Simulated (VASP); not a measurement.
# Cl (Im-3m) in VASP: further runs

The runs below take Cl through single point, with PBE, revPBE.

Program: VASP 6.6.1. These are calculated values, not measurements. Logs are shortened: lines on timing, memory, paths and dates and some standing lists are left out, and cuts for length are marked.

## (1) The cell of the first run

The structure is cubic, space group Im-3m (No. 229). The conventional cell has a = 3.388 Å, b = 3.388 Å, c = 3.388 Å, α = 90.00°, β = 90.00°, γ = 90.00°. Within 3.9 Å of Cl (site symmetry m-3m) lie 14 Cl at 2.93 to 3.39 Å.

## (2) Single point, PBE (volume scaled by 0.9)

INCAR reads:

```
  ALGO = Normal
  EDIFF = 1E-6
  ENCUT = 520
  GGA = PE
  ISIF = 2
  ISMEAR = -1
  LASPH = T
  LCHARG = F
  LREAL = F
  LWAVE = F
  NBANDS = 10
  NELM = 60
  PREC = Accurate
  SIGMA = 0.1
```

KPOINTS reads:

```
k-points
0
Gamma
  17 17 17
```

POSCAR reads:

```
Cl
1.0
   -1.6938812639      1.6938812639      1.6938812639
    1.6938812639     -1.6938812639      1.6938812639
    1.6938812639      1.6938812639     -1.6938812639
Cl
1
Direct
    0.0000000000      0.0000000000      0.0000000000
```

Potentials or basis: VASP PAW PBE potentials, release 64 (Cl).

The run is started by

```bash
cat potpaw_PBE.64/Cl/POTCAR > POTCAR
mpirun -np 1 vasp_std > vasp.out
```

OUTCAR:

```text
EDIFF = 1E-6
   ENCUT = 520
   GGA = PE
   ISIF = 2
   ISMEAR = -1
   LASPH = T
   LREAL = F
   NELM = 60
   PREC = Accurate

 ion  position               nearest neighbor table
   1  0.000  0.000  0.000-

  LATTYP: Found a body centered cubic cell.
 ALAT       =     3.3877625278

  Lattice vectors:

 A1 = (  -1.6938812639,   1.6938812639,   1.6938812639)
 A2 = (   1.6938812639,  -1.6938812639,   1.6938812639)
 A3 = (   1.6938812639,   1.6938812639,  -1.6938812639)

Analysis of symmetry for initial positions (statically):
=====================================================================
 Subroutine PRICEL returns:
 Original cell was already a primitive cell.

 Routine SETGRP: Setting up the symmetry group for a
 body centered cubic supercell.

 Subroutine GETGRP returns: Found 48 space group operations
[... 9 lines left out ...]

 Routine SETGRP: Setting up the symmetry group for a
 body centered cubic supercell.

 Subroutine GETGRP returns: Found 48 space group operations
[... 11 lines left out ...]
                                     Primitive cell

  volume of cell :      19.4406

  direct lattice vectors                    reciprocal lattice vectors
    -1.693881264  1.693881264  1.693881264     0.000000000  0.295180076  0.295180076
     1.693881264 -1.693881264  1.693881264     0.295180076  0.000000000  0.295180076
     1.693881264  1.693881264 -1.693881264     0.295180076  0.295180076  0.000000000

  length of vectors
     2.933888411  2.933888411  2.933888411     0.417447667  0.417447667  0.417447667

  position of ions in fractional coordinates (direct lattice)
     0.000000000  0.000000000  0.000000000

  ion indices of the primitive-cell ions
   primitive index   ion index
                 1           1

----------------------------------------------------------------------------------------

 KPOINTS: k-points

Automatic generation of k-mesh.
 Grid dimensions read from file:
 generate k-points for:   17   17   17

 Generating k-lattice:

  Cartesian coordinates                     Fractional coordinates (reciprocal lattice)
     0.000000000  0.017363534  0.017363534     0.058823529  0.000000000  0.000000000
     0.017363534  0.000000000  0.017363534     0.000000000  0.058823529  0.000000000
     0.017363534  0.017363534  0.000000000     0.000000000  0.000000000  0.058823529

[... 50 lines left out ...]
   ISPIN  =      1    spin polarized calculation?
   LNONCOLLINEAR =      F non collinear calculations
   LSORBIT =      F    spin-orbit coupling
   LASPH  =      T    aspherical Exc in radial PAW
   ENCUT  =  520.0 eV  38.22 Ry    6.18 a.u.   5.46  5.46  5.46*2*pi/ulx,y,z
   NELM   =     60;   NELMIN=  2; NELMDL= -5     # of ELM steps
   EDIFF  = 0.1E-05   stopping-criterion for ELM
   LREAL  =      F    real-space projection
   EDIFFG = 0.1E-04   stopping-criterion for IOM
   NSW    =      0    number of steps for IOM
   IBRION =     -1    ionic relax: 0-MD 1-quasi-New 2-CG
   NFREE  =      0    steps in history (QN), initial steepest desc. (CG)
   ISIF   =      2    stress and relaxation
   ISYM   =      2    0-nonsym 1-usesym 2-fastsym
   POTIM  = 0.5000    time-step for ionic-motion
   TEBEG  =    0.0;   TEEND  =   0.0 temperature during run
   PSTRESS=    0.0 pullay stress
   NELECT =       7.0000    total number of electrons
   NUPDOWN=      -1.0000    fix difference up-down
   EMIN   =  10.00;   EMAX   =-10.00  energy-range for DOS
   EFERMI =   0.00;   METHOD = LEGACY
   ISMEAR =    -1;   SIGMA  =   0.10  broadening in eV -4-tet -1-fermi 0-gaus
   EFERMI_NEDOS =   21; number of points for ismear=-14 and -15
   IALGO  =     38    algorithm
   IMIX   =      4    mixing-type and parameters
     AMIX     =   0.40;   BMIX     =  1.00
     AMIX_MAG =   1.60;   BMIX_MAG =  1.00
  volume/ion in A,a.u.               =      19.44       131.19
  Fermi-wavevector in a.u.,A,eV,Ry     =   1.164674  2.200916 18.455848  1.356467
  Thomas-Fermi vector in A             =   2.301210
   LORBIT       =      0    0 simple, 1 ext, 2 COOP (PROOUT), +10 PAW based schemes
   GGA     = PE    functional components
   LHFCALC =     F    Hartree Fock is set to
   AEXX    =    0.0000 exact exchange contribution
   IVDW    =     0    specifies the selected vdW correction
   LEPSILON=     F    determine dielectric tensor
   LRPA    =     F    only Hartree local field effects (RPA)
 non-spin polarized calculation
  energy-cutoff  :      520.00
  volume of cell :       19.44
 maximum number of plane-waves:       539
 NGX is ok and might be reduce to    24
   NGX = 11   NGY = 11   NGZ = 11

 number of electron       7.0000002 magnetization

 Free energy of the ion-electron system (eV)
  ---------------------------------------------------
  ext. energy  EPLUGINS =         0.00000000
  ---------------------------------------------------
  free energy    TOTEN  =        -0.96783050 eV

  energy without entropy =       -0.91064580  energy(sigma->0) =       -0.93923815

 E-fermi :   2.9011     XC(G=0):  -9.9837

 val. band max:        2.8860431084   @ k =   0.2941   0.2353   0.0000
 cond. band min:       2.9076012821   @ k =  -0.2941   0.2941   0.1176
 fundamental gap:      0.0215581736
 Fermi energy:         2.9010900215

 k-point     1 :       0.0000    0.0000    0.0000
  band No.  band energies     occupation
      1     -13.1382      2.00000
      2       3.6910      0.00074
      3       3.6910      0.00074
      4       3.6910      0.00074
      5      13.3424      0.00000
      6      17.0062      0.00000
      7      17.0062      0.00000
      8      17.0062      0.00000
      9      20.0923      0.00000
     10      20.0923      0.00000
[... 287 lines left out ...]
 k-point    24 :       0.1765    0.1765    0.0000
  band No.  band energies     occupation
      1     -11.8863      2.00000
      2      -0.0912      2.00000
      3       2.1800      1.99852
      4       3.1784      0.11760
      5      14.1524      0.00000
      6      14.9794      0.00000
      7      17.0628      0.00000
      8      19.0596      0.00000
      9      21.7589      0.00000
     10      22.6667      0.00000

 [... further k-points ...]
[... 5 lines left out ...]
  --------------------------------------------------------------------------------------
  -------------------------------------------------------------------------------------
  Total        0.4946020      0.4946020      0.4946020      0.0000000      0.0000000     -0.0000000
  in kB       40.7621990     40.7621990     40.7621990      0.0000000      0.0000000     -0.0000000
  external PRESSURE =      40.7621990 kB  Pullay stress =       0.0000000 kB

 VOLUME and BASIS-vectors are now :
 -----------------------------------------------------------------------------
  energy-cutoff  :      520.00
  volume of cell :       19.44
      direct lattice vectors                 reciprocal lattice vectors
    -1.693881264  1.693881264  1.693881264     0.000000000  0.295180076  0.295180076
     1.693881264 -1.693881264  1.693881264     0.295180076  0.000000000  0.295180076
     1.693881264  1.693881264 -1.693881264     0.295180076  0.295180076  0.000000000

 POSITION                                       TOTAL-FORCE (eV/Angst)
 -----------------------------------------------------------------------------------
      0.00000      0.00000      0.00000         0.000000     -0.000000      0.000000
 -----------------------------------------------------------------------------------
    total drift:                                0.000000     -0.000000      0.000000

  FREE ENERGIE OF THE ION-ELECTRON SYSTEM (eV)
  ---------------------------------------------------
  free  energy   TOTEN  =        -0.9678305008 eV

  energy  without entropy=       -0.9106458008  energy(sigma->0) =       -0.93923815
```

stdout:

```text
POSCAR found type information on POSCAR Cl
 POSCAR found :  1 types and       1 ions
 scaLAPACK will be used
 LDA part: xc-table for (Slater+PW92), standard interpolation
 POSCAR, INCAR and KPOINTS ok, starting setup
 FFT: planning ... GRIDC
 FFT: planning ... GRID_SOFT
 FFT: planning ... GRID
 WAVECAR not read
 entering main loop
```

It took 11 s on 1 thread of AMD EPYC 9R45 (Zen 5), shared host; peak memory 0.11 GiB.

What came out:

- Free energy: -0.9678 eV
- Pressure: 4.1 GPa

Levels at points of the mesh, in eV from the Fermi level:
```csv
k point,band 2,band 3,band 4,band 5,band 6,band 7
"(0.00, 0.00, 0.00)",0.79,0.79,0.79,10.44,14.11,14.11
```

Caveat: the cell differs from its parent crystal (volume scaled by 0.9); an odd number of electrons without spin polarisation forces a metal; a magnetic or distorted state may lie lower.

## (3) Single point, PBE

This run uses another cell than the first one, of 21.60 Å³/atom, 1.111 times its volume.

INCAR reads:

```
ALGO = Normal
EDIFF = 1E-6
ENCUT = 520
GGA = PE
ISIF = 2
ISMEAR = -1
LASPH = T
LCHARG = F
LREAL = F
LWAVE = F
NBANDS = 10
NELM = 100
PREC = Accurate
SIGMA = 0.1
```

KPOINTS is that of step 2.

POSCAR reads:

```
Cl
1.0
   -1.7544276415      1.7544276415      1.7544276415
    1.7544276415     -1.7544276415      1.7544276415
    1.7544276415      1.7544276415     -1.7544276415
Cl
1
Direct
    0.0000000000      0.0000000000      0.0000000000
```

Potentials or basis: VASP PAW PBE potentials, release 64 (Cl).

The run is started by

```bash
cat potpaw_PBE.64/Cl/POTCAR > POTCAR
mpirun -np 1 vasp_std > vasp.out
```

Wall time 11 s (1 thread of AMD EPYC 9R45 (Zen 5), shared host); peak memory 0.12 GiB.

The run converged. Its results:

```yaml
Free_energy: -0.9927 eV
Pressure: -0.1 GPa
```

Levels at points of the mesh, in eV from the Fermi level:
```
           k point  band 2  band 3  band 4  band 5  band 6  band 7
(0.00, 0.00, 0.00)    0.64    0.64    0.64    9.67   14.13   14.13
```

Caveat: an odd number of electrons without spin polarisation forces a metal; a magnetic or distorted state may lie lower.

## (4) Single point, PBE

This run uses another cell than the first one, of 21.60 Å³/atom, 1.111 times its volume.

INCAR reads:

```
SYSTEM = Cl
  PREC = Accurate
  ENCUT = 520
  EDIFF = 1E-7
  ISMEAR = -1
  SIGMA = 0.1
  LREAL = .False.
  LASPH = .True.
  NELM = 80
  ALGO = Normal
  ISIF = 2
  LWAVE = .False.
  LCHARG = .False.
  GGA = PE
  NBANDS = 10
```

KPOINTS reads:

```
Automatic mesh
0
Gamma
  17 17 17
  0 0 0
```

POSCAR is that of step 3.

The run is started by

```bash
cat potpaw_PBE.64/Cl/POTCAR > POTCAR
mpirun -np 1 vasp_std > vasp.out
```

Run time: 9 s. Hardware: 1 thread of Intel Xeon Platinum 8559C (Emerald Rapids), shared host; peak memory 0.15 GiB.

Results (log left out):

```yaml
Free_energy: -0.9927 eV
Pressure: -0.1 GPa
```

Levels at points of the mesh, in eV from the Fermi level:
```csv
k point,band 1,band 2,band 3,band 4,band 5,band 6,band 7,band 8
"(0.00, 0.00, 0.00)",-15.29,0.64,0.64,0.64,9.67,14.13,14.13,14.13
```

Caveat: an odd number of electrons without spin polarisation forces a metal; a magnetic or distorted state may lie lower.

## (5) Single point, revPBE

This run uses another cell than the first one, of 21.60 Å³/atom, 1.111 times its volume.

INCAR reads:

```
PREC = Accurate
ENCUT = 520
EDIFF = 1E-6
ISMEAR = -1
SIGMA = 0.1
LREAL = False
LASPH = True
NELM = 60
ALGO = Normal
ISIF = 2
LWAVE = False
LCHARG = False
GGA = RE
NBANDS = 10
```

KPOINTS reads:

```
Automatic mesh
0
Gamma
  17 17 17
```

POSCAR is that of step 4.

The run is started by

```bash
cat potpaw_PBE.64/Cl/POTCAR > POTCAR
mpirun -np 1 vasp_std > vasp.out
```

Run time: 8.3 s. Hardware: 1 thread of Intel Xeon Platinum 8559C (Emerald Rapids), shared host; peak memory 0.15 GiB.

The run converged. Its results:

- Free energy: -0.6902 eV
- Pressure: 2.0 GPa

Levels at points of the mesh, in eV from the Fermi level:
```csv
k point,band 1,band 2,band 3,band 4,band 5,band 6,band 7,band 8,band 9
"(0.00, 0.00, 0.00)",-15.29,0.64,0.64,0.64,9.88,14.15,14.15,14.15,17.02
```

Caveat: the PAW data sets were made with another functional, which shifts forces and pressure a little; an odd number of electrons without spin polarisation forces a metal; a magnetic or distorted state may lie lower.

## (6) Overview

| level | cell | gap on the mesh (eV) | pressure (GPa) |
| --- | --- | --- | --- |
| PBE | a = 2.934 Å, angles 109.5°, 1 atom | none | 4.1 |
| PBE | a = 3.039 Å, angles 109.5°, 1 atom | none | -0.1 |
| revPBE | a = 3.039 Å, angles 109.5°, 1 atom | none | 2.0 |

Alike in all rows: task single point; potentials or basis VASP PAW PBE potentials, release 64 (Cl); no spin polarisation; k mesh 17 × 17 × 17; cutoff (eV) 520; smearing fermi-dirac 0.1 eV.

Caveats: an odd number of electrons without spin polarisation forces a metal; a magnetic or distorted state may lie lower; the PAW data sets were made with another functional, which shifts forces and pressure a little (some runs).

Absolute energies hang on the potentials; compare differences alone.
